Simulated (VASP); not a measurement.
Wanted: the native input for a VASP 6.6.1 run.

| Item | Value |
| --- | --- |
| Task | relaxation of cell and atoms |
| Functional | LDA |
| Potentials or basis | VASP PAW LDA potentials, release 64 (B, Sb, N) |
| Cutoff | 600 eV |
| k mesh | 15 × 15 × 6 |
| Occupations | fermi-dirac, width 0.15 eV |
| Spin | no spin polarisation |
| Dipole correction | no |
| Further INCAR settings | ALGO = Normal; EDIFF = 1e-06; IBRION = 2; EDIFFG = -0.001; NSW = 80; ISIF = 3 |

The structure of B2SbN lies in POSCAR:

```
B2SbN
1.0
    3.2975574149      0.0000000000      0.0000000000
   -1.6487787074      2.8557684917      0.0000000000
    0.0000000000      0.0000000000      6.9724627911
B Sb N
2 1 1
Direct
    0.3333333333      0.6666666667      0.0000000000
    0.6666666667      0.3333333333      0.5000000000
    0.3333333333      0.6666666667      0.5000000000
    0.6666666667      0.3333333333      0.0000000000
```

The input as run:

INCAR

```
PREC     = Accurate       # precision mode
ENCUT    = 600            # plane-wave cutoff, eV
EDIFF    = 1E-6           # SCF threshold, eV
ISMEAR   = -1             # smearing method
SIGMA    = 0.15           # smearing width, eV
LREAL    = False          # projectors in reciprocal space
LASPH    = True           # aspherical terms in the spheres
NELM     = 100            # most SCF steps
ALGO     = Normal         # electronic algorithm
ISIF     = 3              # what is computed and relaxed
LWAVE    = False          # write WAVECAR
LCHARG   = False          # write CHGCAR
IBRION   = 2              # ionic algorithm
NSW      = 80             # ionic steps
EDIFFG   = -0.001         # ionic threshold
```

KPOINTS

```
Automatic mesh
0
Gamma
  15 15 6
```

Potentials or basis: VASP PAW LDA potentials, release 64 (B, Sb, N).

The run is started by

```sh
$ cat potpaw_LDA.64/B/POTCAR potpaw_LDA.64/Sb/POTCAR potpaw_LDA.64/N/POTCAR > POTCAR
$ mpirun -np 1 vasp_std > vasp.out
```

It gave:

```yaml
Relaxed_volume: 16.17 Å³/atom
Relaxed_cell: a = 3.321 Å, b = 3.321 Å, c = 6.770 Å, α = 90.00°, β = 90.00°, γ = 120.00°
Space_group_after_relaxing_to_0.1_Å: P-6m2 (No. 187)
Energy_gained_by_relaxing: 1.7 meV/atom
Ionic_steps: 22
Pressure_after_relaxing: 0.0 GPa
Band_gap_on_the_k_mesh: zero (bands 8 and 9 overlap by 0.69 eV)
```

Caveat: semilocal functionals underestimate gaps, so a narrow gap can read as zero; spin-orbit coupling is left out, which moves the levels of the heavy elements.

Run time: 6.4 min on 1 thread of Intel(R) Xeon(R) 6975P-C (Granite Rapids), on a shared host, peak memory 0.28 GiB.
